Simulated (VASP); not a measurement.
ZrB, 2 atoms in the cell. Symmetry: I4mm, No. 107, tetragonal system. The conventional cell has a = 3.288 Å, b = 3.288 Å, c = 4.650 Å, α = 90.00°, β = 90.00°, γ = 90.00°. Within 2.7 Å of Zr (site symmetry 4mm) lie 6 B at 2.07 to 2.58 Å. Within 2.7 Å of B (site symmetry 4mm) lie 6 Zr at 2.07 to 2.58 Å.  This cell differs from its parent crystal: all B atoms moved -0.250 Å, as atom 2 towards its neighbour atom 1 (Zr) at 2.325 Å.

```yaml
Program: VASP 6.6.1
Task: single point
Functional: LDA
Potentials_or_basis: VASP PAW LDA potentials, release 64 (Zr_sv, B)
Cutoff: 500 eV
k_mesh: 18 × 18 × 18
Occupations: gaussian, width 0.15 eV
Spin: no spin polarisation
Dipole_correction: no
Further_INCAR_settings: ALGO = Normal; EDIFF = 1e-06; NBANDS = 14
```

Potentials or basis: VASP PAW LDA potentials, release 64 (Zr_sv, B).

Run with:

```bash
$ cat potpaw_LDA.64/Zr_sv/POTCAR potpaw_LDA.64/B/POTCAR > POTCAR
$ mpirun -np 1 vasp_std > vasp.out
```

Hardware: 1 thread of AMD EPYC 7R13 Processor (Zen 3), on a shared host.

Question: How long does it take, and how much memory?

Answer: Run time: 96 s on 1 thread of AMD EPYC 7R13 Processor (Zen 3) (shared host), peak memory 0.23 GiB. Counts: scf iterations 12, k points 480.
